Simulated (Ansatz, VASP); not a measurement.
# P in VASP and in Ansatz

```
P
1.0
     2.44134    0.00000    0.00000
     0.00000    2.44134    0.00000
     0.00000    0.00000    2.44134
P
1
Direct
  0.00000 0.00000 0.00000
```

Alike in both runs: task relaxation of cell and atoms; functional PBE; k mesh 22 × 22 × 22; occupations gaussian, width 0.1 eV; no spin polarisation.

|  | VASP | Ansatz |
| --- | --- | --- |
| version | VASP 6.6.1 | Ansatz 0.2.0 |
| potentials or method | VASP PAW PBE potentials, release 64 (P), cutoff 600 eV | scalar-relativistic, plane waves, PAW |
| valence electrons in the cell | 5 | 5 |

```tsv
	VASP	Ansatz	Ansatz less VASP
gap on the k mesh at the Fermi level, each at its own relaxed structure (eV)	none	none	-
relaxed volume (Å³/atom)	14.59	14.61	+0.018
relaxed length of the cell vector where the two differ most in proportion (Å)	2.443	2.444	+0.0010
```

A gap of «none» marks a metal or a gap that the smearing closes.
